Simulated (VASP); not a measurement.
Wanted: the native input for a VASP 6.6.1 run.

```yaml
Task: single point
Functional: LDA
Potentials_or_basis: VASP PAW LDA potentials, release 64 (Ta_pv, N)
Cutoff: 520 eV
k_mesh: 18 × 18 × 18
Occupations: gaussian, width 0.15 eV
Spin: no spin polarisation
Dipole_correction: no
Further_INCAR_settings: ALGO = Normal; EDIFF = 1e-06; NBANDS = 15
```

The structure of TaN lies in POSCAR:

```
TaN
1.0
    0.0000000000      2.0872985990      2.1742693740
    2.0872985990      0.0000000000      2.1742693740
    2.0872985990      2.0872985990      0.0000000000
Ta N
1 1
Direct
    0.4978193580      0.5021806420      0.5021806420
    0.0281703825     -0.0281703825     -0.0281703825
```

This cell differs from its parent crystal: atoms displaced along a vibrational mode, the cell strained.

One way to write it, as run:

INCAR

```
SYSTEM = TaN
ALGO = Normal
EDIFF = 1E-6
ENCUT = 520
GGA = CA
ISIF = 2
ISMEAR = 0
LASPH = .TRUE.
LCHARG = .FALSE.
LREAL = .FALSE.
LWAVE = .FALSE.
NBANDS = 15
NELM = 100
PREC = Accurate
SIGMA = 0.15
```

KPOINTS

```
k-points
0
G
  18 18 18
  0 0 0
```

Potentials or basis: VASP PAW LDA potentials, release 64 (Ta_pv, N).

Command:

```sh
$ cat potpaw_LDA.64/Ta_pv/POTCAR potpaw_LDA.64/N/POTCAR > POTCAR
$ mpirun -np 1 vasp_std > vasp.out
```

It gave:

- Pressure: 45.8 GPa
- Largest force: 2.302 eV/Å
- Band gap on the k mesh: zero (bands 8 and 9 overlap by 4.25 eV)

Caveat: the cell differs from its parent crystal (atoms displaced along a vibrational mode, the cell strained); the stress differs along the axes, from 16 to 68 GPa; spin-orbit coupling is left out, which moves the levels of the heavy elements; forces of over 1 eV/Å act on the atoms, so gaps and moduli don't describe the material at rest.

Wall time 4.7 min on 1 thread of Intel Xeon 8259CL, with other jobs on the host, peak memory 0.35 GiB.
